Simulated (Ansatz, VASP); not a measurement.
# Si: VASP beside Ansatz

```
CELL_PARAMETERS angstrom
2.55503 0.00000 0.00000
-1.27751 2.21272 0.00000
0.00000 0.00000 2.46635
ATOMIC_POSITIONS crystal
Si 0.00000 0.00000 0.00000
```

Change from the starting cell: strain -0.025 along x and y, +0.000 along z, atoms carried along.

Alike in both runs: task single point; functional LDA; k mesh 24 × 24 × 20; occupations gaussian, width 0.15 eV; no spin polarisation.

|  | VASP | Ansatz |
| --- | --- | --- |
| version | VASP 6.6.1 | Ansatz 0.2.0 |
| potentials or method | VASP PAW LDA potentials, release 64 (Si), cutoff 520 eV | scalar-relativistic, plane waves, PAW |
| valence electrons in the cell | 4 | 4 |

Ansatz gave:

```
gap on the k mesh at the Fermi level (eV)                     : none
pressure (GPa)                                                : 5.4
traceless stress, the component that is largest in VASP (GPa) : -4.99
```

Q: Estimate VASP's values.

A: gap on the k mesh at the Fermi level (eV): none; pressure (GPa): 5.5; traceless stress, the component that is largest in VASP (GPa): -5.01.

LDA's correlation is that of Perdew and Zunger in VASP and of Perdew and Wang (1992) in Ansatz. A gap of «none» marks a metal or a gap that the smearing closes.
